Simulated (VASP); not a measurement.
Write the native input for VASP 6.6.1 that does the following.

* Task: relaxation of cell and atoms
* Functional: PBEsol
* Potentials or basis: VASP PAW PBE potentials, release 64 (Cd, Se)
* Cutoff: 600 eV
* k mesh: 6 × 6 × 4
* Occupations: gaussian, width 0.01 eV
* Spin: no spin polarisation
* Dipole correction: no
* Further INCAR settings: ALGO = Normal; EDIFF = 1e-07; IBRION = 2; EDIFFG = -0.05; NSW = 100; ISIF = 3

The structure of CdSe (Cadmoselite) lies in POSCAR:

```
CdSe
1.0
    4.3000000000      0.0000000000      0.0000000000
   -2.1500000000      3.7239092363      0.0000000000
    0.0000000000      0.0000000000      7.0200000000
Cd Se
2 2
Direct
    0.3333333333      0.6666666667      0.0000000000
    0.6666666667      0.3333333333      0.5000000000
    0.3333333333      0.6666666667      0.3850000000
    0.6666666667      0.3333333333      0.8850000000
```

One way to write it, as run:

INCAR

```
PREC = Accurate
ENCUT = 600
EDIFF = 1E-7
ISMEAR = 0
SIGMA = 0.01
LREAL = False
LASPH = True
NELM = 100
ALGO = Normal
ISIF = 3
LWAVE = False
LCHARG = False
GGA = PS
IBRION = 2
NSW = 100
EDIFFG = -0.05
```

KPOINTS

```
regular mesh
0
Gamma
  6 6 4
```

Potentials or basis: VASP PAW PBE potentials, release 64 (Cd, Se).

The run is started by

```bash
$ cat potpaw_PBE.64/Cd/POTCAR potpaw_PBE.64/Se/POTCAR > POTCAR
$ mpirun -np 1 vasp_std > vasp.out
```

It gave:

```json
{"Relaxed volume": "28.27 Å³/atom", "Relaxed cell": "a = 4.331 Å, b = 4.331 Å, c = 6.963 Å, α = 90.00°, β = 90.00°, γ = 120.00°", "Space group after relaxing (to 0.05 Å)": "P6_3mc (No. 186)", "Energy gained by relaxing": "4.4 meV/atom", "Ionic steps": "4", "Pressure after relaxing": "0.0 GPa", "Largest force after relaxing": "0.037 eV/Å", "Band gap on the k mesh": "0.54 eV, direct"}
```

Caveat: the PAW data sets were made with another functional, which shifts forces and pressure a little; the relaxation stopped at a loose force limit of 0.05 eV/Å, so its end isn't a converged minimum.

It took 2.5 min on 1 thread of Intel Xeon 6975P-C (shared host), peak memory 0.3 GiB.
